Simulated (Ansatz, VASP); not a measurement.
## Two plane-wave programs on Y

```xyz
1
Lattice="0.0000 2.3860 2.3860 2.3860 0.0000 2.3860 2.3860 2.3860 0.0000" Properties=species:S:1:pos:R:3 pbc="T T T"
Y     0.0000    0.0000    0.0000
```

Alike in both runs: task single point; functional LDA; k mesh 13 × 13 × 13; occupations fermi-dirac, width 0.1 eV; no spin polarisation.

|  | VASP | Ansatz |
| --- | --- | --- |
| version | VASP 6.6.1 | Ansatz 0.2.0 |
| potentials or method | VASP PAW LDA potentials, release 64 (Y_sv), cutoff 520 eV | plane waves (420 eV) with PAW, scalar-relativistic |
| valence electrons in the cell | 11 | 11 |

```tsv
	VASP	Ansatz	Ansatz less VASP
pressure (GPa)	4.0	4.3	+0.24
```

Ansatz warns that its potentials were made for another functional, while VASP's fit it. LDA's correlation is that of Perdew and Zunger in VASP and of Perdew and Wang (1992) in Ansatz.
